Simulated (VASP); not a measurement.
A run of VASP 6.6.1 is set up as follows.

INCAR

```
SYSTEM = Ir
PREC     = Accurate       ! precision mode
ENCUT    = 520            ! plane-wave cutoff, eV
EDIFF    = 1E-6           ! SCF threshold, eV
ISMEAR   = 0              ! smearing method
SIGMA    = 0.15           ! smearing width, eV
LREAL    = .False.        ! projectors in reciprocal space
LASPH    = .True.         ! aspherical terms in the spheres
NELM     = 60             ! most SCF steps
ALGO     = Fast           ! electronic algorithm
ISIF     = 2              ! what is computed and relaxed
LWAVE    = .False.        ! write WAVECAR
LCHARG   = .True.         ! write CHGCAR
GGA      = PE             ! functional
LELF     = .True.         ! ELF
LVHAR    = .True.       
NBANDS   = 10             ! bands
```

Contents of KPOINTS:

```
regular mesh
0
Gamma
  22 22 22
  0 0 0
```

File POSCAR:

```
Ir
1.0
    0.0000000000      1.9322380674      2.0342602373
    1.9322380674      0.0000000000      2.0342602373
    1.9322380674      1.9322380674      0.0000000000
Ir
1
Direct
    0.0000000000      0.0000000000      0.0000000000
```

Potentials or basis: VASP PAW PBE potentials, release 64 (Ir).

Launch:

```bash
$ cat potpaw_PBE.64/Ir/POTCAR > POTCAR
$ mpirun -np 1 vasp_std > vasp.out
```

Estimate the pressure.

-13.5 GPa.

Predict the band gap on the k mesh.

zero (an odd number of electrons rules out a gap without spin polarisation).

Stress tensor (GPa, compression positive):
```
 -8.19   0.00   0.00
  0.00  -8.19   0.00
  0.00   0.00 -24.12
```

Caveat: the stress differs along the axes, from -24 to -8 GPa; spin-orbit coupling is left out, which moves the levels of the heavy elements.
